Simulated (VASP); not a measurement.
# WO (F-43m) in VASP: further runs, part 2 of 2

VASP 6.6.1. Earlier steps stand in the parts before.

## 4. Single point, PBE+U, collinear spin, ferromagnetic start

This run uses another cell than the first one, of 12.08 Å³/atom, 0.860 times its volume.

The input, INCAR:

```
ALGO = Normal
EDIFF = 1E-6
ENCUT = 520
GGA = PE
ISIF = 2
ISMEAR = 0
ISPIN = 2
LASPH = True
LCHARG = False
LDAU = True
LDAUJ = 0 0
LDAUL = 2 -1
LDAUPRINT = 1
LDAUTYPE = 2
LDAUU = 6.2 0
LMAXMIX = 4
LORBIT = 11
LREAL = False
LWAVE = False
MAGMOM = 1 0
NBANDS = 21
NELM = 150
PREC = Accurate
SIGMA = 0.02
```

The input, KPOINTS:

```
k-points
0
Gamma
  10 10 10
```

The input, POSCAR:

```
WO
1.0
    0.0000000000      2.2945749131      2.2945749131
    2.2945749131      0.0000000000      2.2945749131
    2.2945749131      2.2945749131      0.0000000000
W O
1 1
Direct
    0.0000000000      0.0000000000      0.0000000000
    0.2500000000      0.2500000000      0.2500000000
```

Potentials or basis: VASP PAW PBE potentials, release 64 (W_sv, O).

Started as:

```
> cat potpaw_PBE.64/W_sv/POTCAR potpaw_PBE.64/O/POTCAR > POTCAR
> mpirun -np 1 vasp_std > vasp.out
```

OUTCAR:

```text
EDIFF = 1E-6
   ENCUT = 520
   GGA = PE
   ISIF = 2
   ISMEAR = 0
   ISPIN = 2
   LASPH = True
   LORBIT = 11
   LREAL = False
   NELM = 150
   PREC = Accurate

 ion  position               nearest neighbor table
   1  0.000  0.000  0.000-   2 1.99   2 1.99   2 1.99   2 1.99
   2  0.250  0.250  0.250-   1 1.99   1 1.99   1 1.99   1 1.99

  LATTYP: Found a face centered cubic cell.
 ALAT       =     4.5891498262

  Lattice vectors:

 A1 = (   0.0000000000,   2.2945749131,   2.2945749131)
 A2 = (   2.2945749131,   0.0000000000,   2.2945749131)
 A3 = (   2.2945749131,   2.2945749131,   0.0000000000)

Analysis of symmetry for initial positions (statically):
=====================================================================
 Subroutine PRICEL returns:
 Original cell was already a primitive cell.

 Routine SETGRP: Setting up the symmetry group for a
 face centered cubic supercell.

 Subroutine GETGRP returns: Found 24 space group operations
 (whereof 24 operations were pure point group operations)
 out of a pool of 48 trial point group operations.

The static configuration has the point symmetry T_d .

Analysis of symmetry for dynamics (positions and initial velocities):
=====================================================================
 Subroutine PRICEL returns:
 Original cell was already a primitive cell.

 Routine SETGRP: Setting up the symmetry group for a
 face centered cubic supercell.

 Subroutine GETGRP returns: Found 24 space group operations
 (whereof 24 operations were pure point group operations)
 out of a pool of 48 trial point group operations.

[... 184 lines left out ...]
  o =  0.2940  v =  0.0000  0.4312 -0.0000  0.9023 -0.0000  0.0000  0.0000  0.0000  0.0000  0.0000      0.0000  0.0000  0.0000  0.0000  0.0000  0.0000  0.0000  0.0000  0.0000  0.0000
  o =  0.2940  v =  0.0000  0.9023 -0.0000 -0.4312  0.0000  0.0000  0.0000  0.0000  0.0000  0.0000      0.0000  0.0000  0.0000  0.0000  0.0000  0.0000  0.0000  0.0000  0.0000  0.0000
  o =  0.8036  v =  0.0000 -0.0000 -0.9999 -0.0000  0.0170  0.0000  0.0000  0.0000  0.0000  0.0000      0.0000  0.0000  0.0000  0.0000  0.0000  0.0000  0.0000  0.0000  0.0000  0.0000
  o =  0.8036  v =  0.0000 -0.0000  0.0170 -0.0000  0.9999  0.0000  0.0000  0.0000  0.0000  0.0000      0.0000  0.0000  0.0000  0.0000  0.0000  0.0000  0.0000  0.0000  0.0000  0.0000

 number of electron      20.0000004 magnetization       1.9994698

 Free energy of the ion-electron system (eV)
  ---------------------------------------------------
  ext. energy  EPLUGINS =         0.00000000
  ---------------------------------------------------
  free energy    TOTEN  =       -12.33877471 eV

  energy without entropy =      -12.33877471  energy(sigma->0) =      -12.33877471

 E-fermi :  10.7409     XC(G=0): -12.6606

 val. band max:       10.6363657452   @ k =   0.3000   0.3000   0.0000
 cond. band min:      10.9359400863   @ k =  -0.3000   0.5000   0.2000
 fundamental gap:      0.2995743411
 Fermi energy:        10.7408853527

 spin component 1

 k-point     1 :       0.0000    0.0000    0.0000
  band No.  band energies     occupation
      1     -65.5469      1.00000
      2     -29.7846      1.00000
      3     -29.7846      1.00000
      4     -29.7845      1.00000
      5     -12.4578      1.00000
      6       1.4014      1.00000
[... 1145 lines left out ...]
     20      33.3786      0.00000
     21      35.4695      0.00000

 [... further k-points ...]
[... 5 lines left out ...]
  --------------------------------------------------------------------------------------
  -------------------------------------------------------------------------------------
  Total        7.6698836      7.6698836      7.6698836     -0.0000000     -0.0000000     -0.0000000
  in kB      508.5839358    508.5839358    508.5839358     -0.0000000     -0.0000000     -0.0000000
  external PRESSURE =     508.5839358 kB  Pullay stress =       0.0000000 kB

 VOLUME and BASIS-vectors are now :
 -----------------------------------------------------------------------------
  energy-cutoff  :      520.00
  volume of cell :       24.16
      direct lattice vectors                 reciprocal lattice vectors
     0.000000000  2.294574913  2.294574913    -0.217905285  0.217905285  0.217905285
     2.294574913  0.000000000  2.294574913     0.217905285 -0.217905285  0.217905285
     2.294574913  2.294574913  0.000000000     0.217905285  0.217905285 -0.217905285

 POSITION                                       TOTAL-FORCE (eV/Angst)
 -----------------------------------------------------------------------------------
      0.00000      0.00000      0.00000         0.000000      0.000000      0.000000
      1.14729      1.14729      1.14729        -0.000000     -0.000000     -0.000000
 -----------------------------------------------------------------------------------
    total drift:                               -0.000002     -0.000002     -0.000001

  FREE ENERGIE OF THE ION-ELECTRON SYSTEM (eV)
  ---------------------------------------------------
  free  energy   TOTEN  =       -12.3387747082 eV

  energy  without entropy=      -12.3387747082  energy(sigma->0) =      -12.33877471

 total charge

# of ion       s       p       d       tot
------------------------------------------
    1        2.307   6.342   3.271  11.920
    2        1.578   3.634   0.000   5.212
--------------------------------------------------
tot          3.885   9.976   3.271  17.132

 magnetization (x)

# of ion       s       p       d       tot
------------------------------------------
    1        0.022   0.018   1.642   1.683
    2        0.001   0.068   0.000   0.069
--------------------------------------------------
tot          0.023   0.086   1.642   1.751
```

stdout:

```text
POSCAR found type information on POSCAR W O
 POSCAR found :  2 types and       2 ions
 scaLAPACK will be used
 LDA part: xc-table for (Slater+PW92), standard interpolation
 POSCAR, INCAR and KPOINTS ok, starting setup
 FFT: planning ... GRIDC
 FFT: planning ... GRID_SOFT
 FFT: planning ... GRID
 WAVECAR not read
 entering main loop
```

Run time: 19 s. Hardware: 1 thread of Intel Xeon 6975P-C (Granite Rapids), shared host; peak memory 0.17 GiB.

Results:

```yaml
Free_energy: -12.3388 eV
Pressure: 50.9 GPa
Band_gap_on_the_k_mesh: 0.30 eV, indirect (least direct gap 1.07 eV)
Net_moment: 2.00 μB per cell
Site_moments: W +1.68; O +0.07 μB
Valence_electrons_inside_the_program's_atomic_spheres: W 11.92; O 5.21
```

Eigenvalues of the final occupation matrices:
```csv
site,spin,trace,eigenvalues
site 1 d,1,2.49,0.29 0.29 0.29 0.80 0.80
site 1 d,2,0.83,0.06 0.06 0.24 0.24 0.24
```

Caveat: spin-orbit coupling is left out, which moves the levels of the heavy elements.

## 5. Summary

| cell | k mesh | smearing | gap on the mesh (eV) | pressure (GPa) | moment (μB) |
| --- | --- | --- | --- | --- | --- |
| a = 3.412 Å, angles 60.0°, 2 atoms | 8 × 8 × 8 | gaussian 0.1 eV | 0.64 | 5.9 | 2.00 |
| a = 3.168 Å, angles 60.0°, 2 atoms | 10 × 10 × 10 | gaussian 0.02 eV | none | 63.3 | 0.00 |
| a = 3.245 Å, angles 60.0°, 2 atoms | 10 × 10 × 10 | gaussian 0.02 eV | 0.30 | 50.9 | 2.00 |

Alike in all rows: task single point; level PBE+U; potentials or basis VASP PAW PBE potentials, release 64 (W_sv, O); spin collinear, ferromagnetic start; W d U = 6.2 eV; cutoff (eV) 520.

Caveats: spin-orbit coupling is left out, which moves the levels of the heavy elements.

Total energies depend on the potentials used, so only differences within one code and one set of settings carry meaning.
